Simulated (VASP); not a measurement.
Runs of VASP 6.6.1 on CaO. The structure is that of space group I4/mmm (No. 139), or close to it. The cells are those of the table. 

```tsv
cell	gap on the mesh (eV)	pressure (GPa)	largest force (eV/Å)
a = 8.221 Å, angles 156.6, 156.6, 33.3°, 4 atoms	(c)	0.8	0.78
a = 9.760 Å, angles 160.3, 160.3, 28.0°, 4 atoms	2.04	(a)	0.76
a = 9.142 Å, angles 159.0, 159.0, 29.9°, 4 atoms	(d)	-3.3	0.48
a = 7.611 Å, angles 154.7, 154.7, 36.1°, 4 atoms	2.73	(b)	2.88
```

Alike in all rows: task single point; level PBEsol; potentials or basis VASP PAW PBE potentials, release 64 (Ca_sv, O); no spin polarisation; k mesh 12 × 12 × 12; cutoff (eV) 520; smearing gaussian 0.05 eV.

Problem. Estimate the missing entries.

Solution. (a) -4.3; (b) 7.3; (c) 2.39; (d) 2.13.

Caveats: the PAW data sets were made with another functional, which shifts forces and pressure a little.

A k mesh can miss the band edges.
